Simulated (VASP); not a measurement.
Runs of VASP 6.6.1 on Rh. The structure is that of space group P6_3/mmc (No. 194), or close to it. The cells are those of the table. 

```tsv
cell	gap on the mesh (eV)	pressure (GPa)
a = 2.755, b = 2.755, c = 4.468 Å, angles 90.0, 90.0, 120.0°, 2 atoms	none	(b)
a = 2.682, b = 2.682, c = 4.348 Å, angles 90.0, 90.0, 120.0°, 2 atoms	none	(a)
a = 2.779, b = 2.779, c = 4.506 Å, angles 90.0, 90.0, 120.0°, 2 atoms	none	-17.3
a = 2.656, b = 2.656, c = 4.307 Å, angles 90.0, 90.0, 120.0°, 2 atoms	none	17.6
a = 2.731, b = 2.731, c = 4.428 Å, angles 90.0, 90.0, 120.0°, 2 atoms	none	-6.8
```

Alike in all rows: task single point; level r2SCAN; potentials or basis VASP PAW PBE potentials, release 64 (Rh_pv); no spin polarisation; k mesh 10 × 10 × 5; cutoff (eV) 520; smearing fermi-dirac 0.2 eV.

**Question.** Fill in the values left out.

**Answer.** (a) 8.0; (b) -12.5.

Caveats: the PAW data sets were made with another functional, which shifts forces and pressure a little.

A k mesh can miss the band edges, and the runs leave out spin-orbit coupling on Rh.

A gap of «none» marks levels without a gap at the run's occupations.
